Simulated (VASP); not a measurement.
Set up this calculation in VASP 6.6.1, as the native input.

```yaml
Task: single point
Functional: PBE
Potentials_or_basis: VASP PAW PBE potentials, release 64 (Hf_pv, O)
Cutoff: 520 eV
k_mesh: 9 × 9 × 9
Occupations: fermi-dirac, width 0.01 eV
Spin: no spin polarisation
Dipole_correction: no
Further_INCAR_settings: ALGO = Normal; EDIFF = 1e-06; NBANDS = 18
```

The structure of HfO2 lies in POSCAR:

```
HfO2
1.0
   -0.0511500000      2.5319250000      2.5319250000
    2.5319250000     -0.0511500000      2.5319250000
    2.5319250000      2.5319250000     -0.0511500000
Hf O
1 2
Direct
    0.0000000000      0.0000000000      0.0000000000
    0.2500000000      0.2500000000      0.2500000000
    0.7500000000      0.7500000000      0.7500000000
```

This cell differs from its parent crystal: equal xy, yz and zx shear strains of -2 %.

One way to write it, as run:

INCAR

```
PREC = Accurate ; ENCUT = 520
EDIFF = 1E-6 ; ISMEAR = -1
SIGMA = 0.01 ; LREAL = F
LASPH = T ; NELM = 60
ALGO = Normal ; ISIF = 2
LWAVE = F ; LCHARG = F
GGA = PE ; NBANDS = 18
```

KPOINTS

```
Automatic mesh
0
Gamma
  9 9 9
```

Potentials or basis: VASP PAW PBE potentials, release 64 (Hf_pv, O).

The run is started by

```console
$ cat potpaw_PBE.64/Hf_pv/POTCAR potpaw_PBE.64/O/POTCAR > POTCAR
$ mpirun -np 1 vasp_std > vasp.out
```

Results of the run:

```yaml
Pressure: -5.6 GPa
Largest_force: 0.225 eV/Å
Band_gap_on_the_k_mesh: 3.84 eV, indirect (least direct gap 3.95 eV)
```

Caveat: the cell differs from its parent crystal (equal xy, yz and zx shear strains of -2 %); spin-orbit coupling is left out, which moves the levels of the heavy elements.

Wall time 40 s on 1 thread of Intel(R) Xeon(R) Platinum 8375C CPU @ 2.90GHz (Ice Lake) (shared host), peak memory 0.19 GiB.
